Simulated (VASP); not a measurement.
Set up this calculation in VASP 6.6.1, as the native input.

| Property | Result |
| --- | --- |
| Task | relaxation of shape and atoms at fixed volume |
| Functional | PBE |
| Potentials or basis | VASP PAW PBE potentials, release 64 (C, O) |
| Cutoff | 600 eV |
| k mesh | 8 × 8 × 8 |
| Occupations | gaussian, width 0.02 eV |
| Spin | no spin polarisation |
| Dipole correction | no |
| Further INCAR settings | ALGO = Normal; EDIFF = 1e-06; IBRION = 2; EDIFFG = -0.01; NSW = 50; ISIF = 4 |

The structure of CO2 lies in POSCAR:

```
CO2
1.0
   -1.9356624812      1.9356624812      2.9494389590
    1.9356624812     -1.9356624812      2.9494389590
    1.9356624812      1.9356624812     -2.9494389590
C O
2 4
Direct
    0.0000000000      0.0000000000      0.0000000000
    0.7500000000      0.2500000000      0.5000000000
    0.3750000000      0.2944246998      0.4194246998
    0.7055753002      0.1250000000      0.0805753002
    0.8750000000      0.9555753002      0.5805753002
    0.0444246998      0.6250000000      0.9194246998
```

One way to write it, as run:

INCAR

```
  ALGO = Normal
  EDIFF = 1E-6
  EDIFFG = -0.01
  ENCUT = 600
  GGA = PE
  IBRION = 2
  ISIF = 4
  ISMEAR = 0
  LASPH = True
  LCHARG = False
  LREAL = False
  LWAVE = False
  NELM = 80
  NSW = 50
  PREC = Accurate
  SIGMA = 0.02
```

KPOINTS

```
k-points
0
Gamma
  8 8 8
```

Potentials or basis: VASP PAW PBE potentials, release 64 (C, O).

Command:

```bash
$ cat potpaw_PBE.64/C/POTCAR potpaw_PBE.64/O/POTCAR > POTCAR
$ mpirun -np 1 vasp_std > vasp.out
```

Results of the run:

```json
{
 "Energy gained by relaxing": "4.2 meV/atom",
 "Ionic steps": "5",
 "Pressure after relaxing": "9.8 GPa",
 "Band gap on the k mesh": "7.69 eV (least direct gap 8.04 eV)"
}
```

Run time: 2.1 min on 1 thread of Intel(R) Xeon(R) Platinum 8259CL CPU @ 2.50GHz (Skylake/Cascade Lake), on a shared host, peak memory 0.2 GiB.
